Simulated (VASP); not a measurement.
Set up this calculation in VASP 6.6.1, as the native input.

```
Task                   : single point
Functional             : PBE
Potentials or basis    : VASP PAW PBE potentials, release 64 (Hf_pv, O)
Cutoff                 : 520 eV
k mesh                 : 4 × 4 × 4
Occupations            : gaussian, width 0.2 eV
Spin                   : no spin polarisation
Dipole correction      : no
Further INCAR settings : ALGO = Normal; EDIFF = 1e-06; NBANDS = 38
```

The structure of Hf4O3 lies in POSCAR:

```
Hf4O3
1.0
   -0.0014118973      0.0021649970      4.7929502535
    4.9607915958     -0.0014034026     -0.0016765649
   -0.0014022400      4.9628226060      0.0025838687
Hf O
4 3
Direct
    0.7441522997      0.7540763555      0.7538091912
    0.7441397220      0.2461428350      0.2458818061
    0.2558199052      0.7538189725      0.2462305715
    0.2557871318      0.2459927278      0.7540551879
    0.5000885835      0.4999591959      0.0000065421
    0.5000856462     -0.0000278792      0.5000394134
    0.4999267115      0.5000377926      0.4999772877
```

One way to write it, as run:

INCAR

```
SYSTEM = Hf4O3
  PREC = Accurate
  ENCUT = 520
  EDIFF = 1E-6
  ISMEAR = 0
  SIGMA = 0.2
  LREAL = .FALSE.
  LASPH = .TRUE.
  NELM = 100
  ALGO = Normal
  ISIF = 2
  LWAVE = .FALSE.
  LCHARG = .FALSE.
  GGA = PE
  NBANDS = 38
```

KPOINTS

```
Automatic mesh
0
G
  4 4 4
  0 0 0
```

Potentials or basis: VASP PAW PBE potentials, release 64 (Hf_pv, O).

Launch:

```sh
$ cat potpaw_PBE.64/Hf_pv/POTCAR potpaw_PBE.64/O/POTCAR > POTCAR
$ mpirun -np 1 vasp_std > vasp.out
```

It gave:

| Item | Value |
| --- | --- |
| Pressure | -1.8 GPa |
| Largest force | 0.237 eV/Å |
| Band gap on the k mesh | zero (band 29 reaches 5.00 eV, above the bottom of band 30 at 4.33 eV) |

Caveat: spin-orbit coupling is left out, which moves the levels of the heavy elements.

It used 250 s of CPU time on 1 thread of AMD EPYC 7R13 Processor (Zen 3), on a shared host.
